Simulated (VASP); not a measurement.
Wanted: the native input for a VASP 6.6.1 run.

- Task: single point
- Functional: PBE
- Potentials or basis: VASP PAW PBE potentials, release 64 (Mg, S)
- Cutoff: 600 eV
- k mesh: 6 × 6 × 6
- Occupations: gaussian, width 0.02 eV
- Spin: no spin polarisation
- Dipole correction: no
- Further INCAR settings: ALGO = Normal; EDIFF = 1e-06; NBANDS = 11

The structure of MgS (pbe) lies in POSCAR:

```
MgS
1.0
    0.0000000000      2.6412435108      2.5994020294
    2.6412435108      0.0000000000      2.5994020294
    2.6412435108      2.6412435108      0.0000000000
Mg S
1 1
Direct
    0.0000000000      0.0000000000      0.0000000000
    0.5000000000      0.5000000000      0.5000000000
```

This cell differs from its parent crystal: strained cell.

These files were run (other wordings do the same):

INCAR

```
ALGO = Normal
EDIFF = 1E-6
ENCUT = 600
GGA = PE
GGA_COMPAT = False
ISIF = 2
ISMEAR = 0
LASPH = True
LCHARG = True
LELF = True
LREAL = False
LVHAR = True
LWAVE = False
NBANDS = 11
NELM = 120
PREC = Accurate
SIGMA = 0.02
```

KPOINTS

```
k-points
0
Gamma
  6 6 6
```

Potentials or basis: VASP PAW PBE potentials, release 64 (Mg, S).

Launch:

```sh
$ cat potpaw_PBE.64/Mg/POTCAR potpaw_PBE.64/S/POTCAR > POTCAR
$ mpirun -np 1 vasp_std > vasp.out
```

Results of the run:

```
Pressure               : -1.2 GPa
Band gap on the k mesh : 2.64 eV, indirect (least direct gap 3.46 eV)
```

Caveat: the cell differs from its parent crystal (strained cell).

Wall time 13 s on 1 thread of Intel Xeon 6975P-C, on a shared host, peak memory 0.17 GiB.
